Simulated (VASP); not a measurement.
# Na (P6_3/mmc) in VASP: further runs

Runs on Na. Level: PBEsol. Tasks: single point, relaxation of cell and atoms.

All numbers are computed with VASP 6.6.1; they aren't measurements. Logs are shortened: lines on timing, memory, paths and dates and some standing lists are left out, and cuts for length are marked.

## 1. The cell of the first run

Symmetry: P6_3/mmc, No. 194, hexagonal system. Conventional cell: a = 3.707 Å, b = 3.707 Å, c = 11.809 Å, α = 90.00°, β = 90.00°, γ = 120.00°. Na (site symmetry -3m) has 12 Na at 3.65 to 3.71 Å within 4.8 Å. Na (site symmetry -6m2) has 12 Na at 3.65 to 3.71 Å within 4.8 Å.

This isn't the form of Na at room conditions, which is bcc.

## 2. Single point, PBEsol

Input file INCAR:

```
SYSTEM = Na
ALGO = Normal ; EDIFF = 1E-7
ENCUT = 520 ; GGA = PS
ISIF = 2 ; ISMEAR = -1
LASPH = .True. ; LCHARG = .False.
LREAL = .False. ; LWAVE = .False.
NBANDS = 22 ; NELM = 80
PREC = Accurate ; SIGMA = 0.1
```

Input file KPOINTS:

```
k-points
0
Gamma
  8 8 5
  0 0 0
```

Input file POSCAR:

```
Na
1.0
    3.7066709484      0.0000000000      0.0000000000
   -1.8533354742      3.2100712048      0.0000000000
    0.0000000000      0.0000000000     11.8088788247
Na
4
Direct
    0.0000000000      0.0000000000      0.0000000000
    0.0000000000      0.0000000000      0.5000000000
    0.3333333333      0.6666666667      0.2500000000
    0.6666666667      0.3333333333      0.7500000000
```

Potentials or basis: VASP PAW PBE potentials, release 64 (Na_pv).

Started as:

```console
$ cat potpaw_PBE.64/Na_pv/POTCAR > POTCAR
$ mpirun -np 1 vasp_std > vasp.out
```

OUTCAR:

```text
SYSTEM = Na
   EDIFF = 1E-7
   ENCUT = 520
   GGA = PS
   ISIF = 2
   ISMEAR = -1
   LASPH = .True.
   LREAL = .False.
   NELM = 80
   PREC = Accurate

 ion  position               nearest neighbor table
   1  0.000  0.000  0.000-
   2  0.000  0.000  0.500-
   3  0.333  0.667  0.250-
   4  0.667  0.333  0.750-

  LATTYP: Found a hexagonal cell.
 ALAT       =     3.7066709484
 C/A-ratio  =     3.1858449237

  Lattice vectors:

 A1 = (   3.7066709484,   0.0000000000,   0.0000000000)
 A2 = (  -1.8533354742,   3.2100712048,   0.0000000000)
 A3 = (   0.0000000000,   0.0000000000,  11.8088788247)

Analysis of symmetry for initial positions (statically):
=====================================================================
 Subroutine PRICEL returns:
 Original cell was already a primitive cell.

 Routine SETGRP: Setting up the symmetry group for a
 hexagonal supercell.

 Subroutine GETGRP returns: Found 24 space group operations
 (whereof 12 operations were pure point group operations)
 out of a pool of 24 trial point group operations.

The static configuration has the point symmetry D_3d.
 The point group associated with its full space group is D_6h.

Analysis of symmetry for dynamics (positions and initial velocities):
=====================================================================
 Subroutine PRICEL returns:
 Original cell was already a primitive cell.

 Routine SETGRP: Setting up the symmetry group for a
 hexagonal supercell.

 Subroutine GETGRP returns: Found 24 space group operations
 (whereof 12 operations were pure point group operations)
 out of a pool of 24 trial point group operations.

The dynamic configuration has the point symmetry D_3d.
 The point group associated with its full space group is D_6h.

 Subroutine INISYM returns: Found 24 space group operations
 (whereof 12 operations are pure point group operations),
 and found     1 'primitive' translations

----------------------------------------------------------------------------------------

                                     Primitive cell

  volume of cell :     140.5100

  direct lattice vectors                    reciprocal lattice vectors
     3.706670948  0.000000000  0.000000000     0.269783861  0.155759785  0.000000000
    -1.853335474  3.210071205  0.000000000     0.000000000  0.311519570  0.000000000
     0.000000000  0.000000000 11.808878825     0.000000000  0.000000000  0.084682044

  length of vectors
     3.706670948  3.706670948 11.808878825     0.311519570  0.311519570  0.084682044

  position of ions in fractional coordinates (direct lattice)
     0.000000000  0.000000000  0.000000000
     0.000000000  0.000000000  0.500000000
     0.333333333  0.666666667  0.250000000
     0.666666667  0.333333333  0.750000000

  ion indices of the primitive-cell ions
   primitive index   ion index
                 1           1
                 2           2
                 3           3
                 4           4

----------------------------------------------------------------------------------------

 KPOINTS: k-points

Automatic generation of k-mesh.
 Grid dimensions read from file:
 generate k-points for:    8    8    5

 Generating k-lattice:

  Cartesian coordinates                     Fractional coordinates (reciprocal lattice)
     0.033722983  0.019469973  0.000000000     0.125000000  0.000000000  0.000000000
     0.000000000  0.038939946  0.000000000     0.000000000  0.125000000  0.000000000
     0.000000000  0.000000000  0.016936409     0.000000000  0.000000000  0.200000000

  Length of vectors
     0.038939946  0.038939946  0.016936409

  Shift w.r.t. Gamma in fractional coordinates (k-lattice)
     0.000000000  0.000000000  0.000000000

 Subroutine IBZKPT returns following result:
 ===========================================

 Found     30 irreducible k-points:

 Following reciprocal coordinates:
            Coordinates               Weight
  0.000000  0.000000  0.000000      1.000000
  0.125000 -0.000000  0.000000      6.000000
  0.250000 -0.000000  0.000000      6.000000
  0.375000 -0.000000  0.000000      6.000000
  0.500000 -0.000000  0.000000      3.000000
  0.125000  0.125000  0.000000      6.000000
[... 16 lines left out ...]
  0.250000 -0.000000  0.400000     12.000000
  0.375000 -0.000000  0.400000     12.000000
 [... further k-points ...]
   k-points           NKPTS =     30   k-points in BZ     NKDIM =     30   number of bands    NBANDS=     22
   number of dos      NEDOS =    301   number of ions     NIONS =      4
   total plane-waves  NPLWV =  70560
   dimension x,y,z NGX =    28 NGY =   28 NGZ =   90
   dimension x,y,z NGXF=    56 NGYF=   56 NGZF=  180
   ions per type =               4
   NGX,Y,Z   is equivalent  to a cutoff of  12.56, 12.56, 12.67 a.u.
   NGXF,Y,Z  is equivalent  to a cutoff of  25.12, 25.12, 25.34 a.u.
 SYSTEM =  Na
   PREC   = accura    normal or accurate (medium, high low for compatibility)
   ISTART =      0    job   : 0-new  1-cont  2-samecut
   ICHARG =      2    charge: 1-file 2-atom 10-const
   ISPIN  =      1    spin polarized calculation?
   LNONCOLLINEAR =      F non collinear calculations
   LSORBIT =      F    spin-orbit coupling
   LASPH  =      T    aspherical Exc in radial PAW
   ENCUT  =  520.0 eV  38.22 Ry    6.18 a.u.   6.89  6.89 21.96*2*pi/ulx,y,z
   NELM   =     80;   NELMIN=  2; NELMDL= -5     # of ELM steps
   EDIFF  = 0.1E-06   stopping-criterion for ELM
   LREAL  =      F    real-space projection
   EDIFFG = 0.1E-05   stopping-criterion for IOM
   NSW    =      0    number of steps for IOM
   IBRION =     -1    ionic relax: 0-MD 1-quasi-New 2-CG
   NFREE  =      0    steps in history (QN), initial steepest desc. (CG)
   ISIF   =      2    stress and relaxation
   ISYM   =      2    0-nonsym 1-usesym 2-fastsym
   POTIM  = 0.5000    time-step for ionic-motion
   TEBEG  =    0.0;   TEEND  =   0.0 temperature during run
   PSTRESS=    0.0 pullay stress
   NELECT =      28.0000    total number of electrons
   NUPDOWN=      -1.0000    fix difference up-down
   EMIN   =  10.00;   EMAX   =-10.00  energy-range for DOS
   EFERMI =   0.00;   METHOD = LEGACY
   ISMEAR =    -1;   SIGMA  =   0.10  broadening in eV -4-tet -1-fermi 0-gaus
   EFERMI_NEDOS =   21; number of points for ismear=-14 and -15
   IALGO  =     38    algorithm
   IMIX   =      4    mixing-type and parameters
     AMIX     =   0.40;   BMIX     =  1.00
     AMIX_MAG =   1.60;   BMIX_MAG =  1.00
  volume/ion in A,a.u.               =      35.13       237.05
  Fermi-wavevector in a.u.,A,eV,Ry     =   0.956221  1.806996 12.440610  0.914359
  Thomas-Fermi vector in A             =   2.085130
   LORBIT       =      0    0 simple, 1 ext, 2 COOP (PROOUT), +10 PAW based schemes
   GGA     = PS    functional components
   LHFCALC =     F    Hartree Fock is set to
   AEXX    =    0.0000 exact exchange contribution
   IVDW    =     0    specifies the selected vdW correction
   LEPSILON=     F    determine dielectric tensor
   LRPA    =     F    only Hartree local field effects (RPA)
 non-spin polarized calculation
  energy-cutoff  :      520.00
  volume of cell :      140.51
 maximum number of plane-waves:      3804
 NGX is ok and might be reduce to    28
   NGX = 13   NGY = 13   NGZ = 43

 number of electron      28.0000029 magnetization

 Free energy of the ion-electron system (eV)
  ---------------------------------------------------
  ext. energy  EPLUGINS =         0.00000000
  ---------------------------------------------------
  free energy    TOTEN  =        -5.62438526 eV

  energy without entropy =       -5.56847351  energy(sigma->0) =       -5.59642939

 E-fermi :   0.4329     XC(G=0):  -6.6446

 val. band max:        0.4234363330   @ k =   0.3750   0.1250   0.4000
 cond. band min:       0.4960146866   @ k =   0.2500   0.2500   0.2000
 fundamental gap:      0.0725783536
 Fermi energy:         0.4329353890

 k-point     1 :       0.0000    0.0000    0.0000
  band No.  band energies     occupation
      1     -24.3247      2.00000
      2     -24.3022      2.00000
      3     -24.3017      2.00000
      4     -24.2848      2.00000
      5     -24.2848      2.00000
      6     -24.2815      2.00000
[... 14 lines left out ...]
     21      10.5756      0.00000
     22      10.7827      0.00000

 k-point     2 :       0.1250   -0.0000    0.0000
  band No.  band energies     occupation
      1     -24.3225      2.00000
      2     -24.3030      2.00000
      3     -24.3026      2.00000
      4     -24.2890      2.00000
      5     -24.2863      2.00000
      6     -24.2846      2.00000
[... 14 lines left out ...]
     21       8.7445      0.00000
     22       8.8090      0.00000

 k-point     3 :       0.2500   -0.0000    0.0000
  band No.  band energies     occupation
      1     -24.3169      2.00000
      2     -24.3076      2.00000
      3     -24.3071      2.00000
      4     -24.2986      2.00000
      5     -24.2945      2.00000
      6     -24.2896      2.00000
[... 14 lines left out ...]
     21       7.2973      0.00000
     22       7.3381      0.00000

 k-point     4 :       0.3750   -0.0000    0.0000
  band No.  band energies     occupation
      1     -24.3165      2.00000
      2     -24.3162      2.00000
      3     -24.3078      2.00000
      4     -24.3070      2.00000
      5     -24.3056      2.00000
      6     -24.2931      2.00000
[... 14 lines left out ...]
     21       6.3846      0.00000
     22       6.7737      0.00000

 k-point     5 :       0.5000   -0.0000    0.0000
  band No.  band energies     occupation
      1     -24.3202      2.00000
      2     -24.3198      2.00000
      3     -24.3115      2.00000
      4     -24.3104      2.00000
      5     -24.3005      2.00000
      6     -24.2979      2.00000
[... 14 lines left out ...]
     21       5.1653      0.00000
     22       5.2244      0.00000

 k-point     6 :       0.1250    0.1250    0.0000
  band No.  band energies     occupation
      1     -24.3186      2.00000
      2     -24.3055      2.00000
      3     -24.3054      2.00000
      4     -24.2951      2.00000
      5     -24.2915      2.00000
      6     -24.2903      2.00000
[... 14 lines left out ...]
     21       6.9516      0.00000
     22       7.1994      0.00000

 k-point     7 :       0.2500    0.1250    0.0000
  band No.  band energies     occupation
      1     -24.3133      2.00000
      2     -24.3119      2.00000
      3     -24.3099      2.00000
      4     -24.3033      2.00000
      5     -24.3020      2.00000
      6     -24.2940      2.00000
[... 324 lines left out ...]
      6     -24.3025      2.00000
[... 14 lines left out ...]
     21       4.5222      0.00000
     22       4.8254      0.00000

 k-point    21 :       0.0000    0.0000    0.4000
  band No.  band energies     occupation
      1     -24.3204      2.00000
      2     -24.3153      2.00000
      3     -24.2884      2.00000
      4     -24.2842      2.00000
      5     -24.2842      2.00000
      6     -24.2834      2.00000
[... 14 lines left out ...]
     21      10.6706      0.00000
     22      10.6746      0.00000

 k-point    22 :       0.1250   -0.0000    0.4000
  band No.  band energies     occupation
      1     -24.3188      2.00000
      2     -24.3144      2.00000
      3     -24.2912      2.00000
      4     -24.2880      2.00000
      5     -24.2877      2.00000
      6     -24.2860      2.00000
[... 14 lines left out ...]
     21       9.0847      0.00000
     22       9.4600      0.00000

 k-point    23 :       0.2500   -0.0000    0.4000
  band No.  band energies     occupation
      1     -24.3153      2.00000
      2     -24.3132      2.00000
      3     -24.3013      2.00000
      4     -24.2984      2.00000
      5     -24.2956      2.00000
      6     -24.2931      2.00000
[... 14 lines left out ...]
     21       6.9583      0.00000
     22       7.4807      0.00000

 k-point    24 :       0.3750   -0.0000    0.4000
  band No.  band energies     occupation
      1     -24.3160      2.00000
      2     -24.3141      2.00000
      3     -24.3123      2.00000
      4     -24.3094      2.00000
      5     -24.2994      2.00000
      6     -24.2960      2.00000
[... 14 lines left out ...]
     21       5.2715      0.00000
     22       6.1288      0.00000

 [... further k-points ...]
[... 5 lines left out ...]
  --------------------------------------------------------------------------------------
  -------------------------------------------------------------------------------------
  Total        0.2577638      0.2577638      0.2740492      0.0000000     -0.0000000      0.0000000
  in kB        2.9391735      2.9391735      3.1248680      0.0000000     -0.0000000      0.0000000
  external PRESSURE =       3.0010716 kB  Pullay stress =       0.0000000 kB

 VOLUME and BASIS-vectors are now :
 -----------------------------------------------------------------------------
  energy-cutoff  :      520.00
  volume of cell :      140.51
      direct lattice vectors                 reciprocal lattice vectors
     3.706670948  0.000000000  0.000000000     0.269783861  0.155759785  0.000000000
    -1.853335474  3.210071205  0.000000000     0.000000000  0.311519570  0.000000000
     0.000000000  0.000000000 11.808878825     0.000000000  0.000000000  0.084682044

 POSITION                                       TOTAL-FORCE (eV/Angst)
 -----------------------------------------------------------------------------------
      0.00000      0.00000      0.00000        -0.000000      0.000000      0.000000
      0.00000      0.00000      5.90444        -0.000000      0.000000      0.000000
     -0.00000      2.14005      2.95222        -0.000000      0.000000      0.000000
      1.85334      1.07002      8.85666         0.000000      0.000000     -0.000000
 -----------------------------------------------------------------------------------
    total drift:                                0.000000     -0.000000      0.000000

  FREE ENERGIE OF THE ION-ELECTRON SYSTEM (eV)
  ---------------------------------------------------
  free  energy   TOTEN  =        -5.6243852581 eV

  energy  without entropy=       -5.5684735130  energy(sigma->0) =       -5.59642939
```

Run time: 31 s. Hardware: 1 thread of Intel Xeon 6975P-C (Granite Rapids), shared host; peak memory 0.26 GiB.

What came out:

| Quantity | Value |
| --- | --- |
| Free energy | -5.6244 eV |
| Pressure | 0.3 GPa |
| Band gap on the k mesh | zero (bands 14 and 15 overlap by 3.34 eV) |

Caveat: the PAW data sets were made with another functional, which shifts forces and pressure a little.

## 3. Single point, PBEsol

Input file INCAR:

```
  PREC = Accurate
  ENCUT = 520
  EDIFF = 1E-6
  ISMEAR = -1
  SIGMA = 0.1
  LREAL = False
  LASPH = True
  NELM = 60
  ALGO = Normal
  ISIF = 2
  LWAVE = False
  LCHARG = False
  GGA = PS
  NBANDS = 22
```

Input file KPOINTS:

```
regular mesh
0
Gamma
  8 8 5
```

POSCAR is that of step 2.

Potentials or basis: VASP PAW PBE potentials, release 64 (Na_pv).

Started as:

```console
$ cat potpaw_PBE.64/Na_pv/POTCAR > POTCAR
$ mpirun -np 1 vasp_std > vasp.out
```

Wall time 26 s (1 thread of Intel Xeon 6975P-C (Granite Rapids), shared host); peak memory 0.26 GiB.

Results (log left out):

```
Free energy            : -5.6244 eV
Pressure               : 0.3 GPa
Band gap on the k mesh : zero (bands 14 and 15 overlap by 3.34 eV)
```

Levels at points of the mesh, in eV from the Fermi level:
```csv
k point,band 11,band 12,band 13,band 14,band 15,band 16,band 17,band 18
"(0.00, 0.00, 0.00)",-24.71,-24.71,-3.37,-2.26,-2.26,0.70,1.21,6.01
"(0.50, 0.00, 0.00)",-24.72,-24.72,0.24,0.31,1.09,1.18,1.52,1.61
```

Caveat: the PAW data sets were made with another functional, which shifts forces and pressure a little.

(Part 1 of 2 ends here.)
